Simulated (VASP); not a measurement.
Input of a VASP 6.6.1 run:

Contents of POSCAR:

```
NaCdBr3
1.0
    5.4640720555      0.0409805404      0.0000000000
    0.0409805404      5.4640720555      0.0000000000
    0.0000000000      0.0000000000      5.4640720555
Na Cd Br
1 1 3
Direct
    0.0000000000      0.0000000000      0.0000000000
    0.5000000000      0.5000000000      0.5000000000
    0.5000000000      0.5000000000      0.0000000000
    0.5000000000      0.0000000000      0.5000000000
    0.0000000000      0.5000000000      0.5000000000
```

Contents of INCAR.step1:

```
SYSTEM = NaCdBr3
PREC = Accurate
ENCUT = 520
ISMEAR = 0
SIGMA = 0.01
LREAL = .FALSE.
LASPH = .TRUE.
NELM = 80
NBANDS = 28
GGA = PE
ALGO = Normal
EDIFF = 1E-4
LWAVE = .TRUE.
LCHARG = .FALSE.
```

Contents of INCAR.step2:

```
SYSTEM = NaCdBr3
PREC = Accurate
ENCUT = 520
EDIFF = 1E-6
ISMEAR = 0
SIGMA = 0.01
LREAL = .FALSE.
LASPH = .TRUE.
NELM = 80
ALGO = Normal
ISIF = 2
LWAVE = .FALSE.
LCHARG = .FALSE.
METAGGA = R2SCAN
LMIXTAU = .TRUE.
NBANDS = 28
ISTART = 1
```

Contents of KPOINTS:

```
regular mesh
0
G
  6 6 6
  0 0 0
```

Potentials or basis: VASP PAW PBE potentials, release 64 (Na_pv, Cd, Br).

The run is started by

```bash
$ cat potpaw_PBE.64/Na_pv/POTCAR potpaw_PBE.64/Cd/POTCAR potpaw_PBE.64/Br/POTCAR > POTCAR
$ cp INCAR.step1 INCAR
$ mpirun -np 1 vasp_std > vasp.out
$ cp INCAR.step2 INCAR
$ mpirun -np 1 vasp_std > vasp.out
```

(1) What does it give for the pressure?

(2) What does it give for the band gap on the k mesh?

## Answers

(1) 0.1 GPa.

(2) 1.47 eV (least direct gap 2.02 eV).

Caveat: the cell differs from its parent crystal (shear xy strain +1.5%); the PAW data sets were made with another functional, which shifts forces and pressure a little.
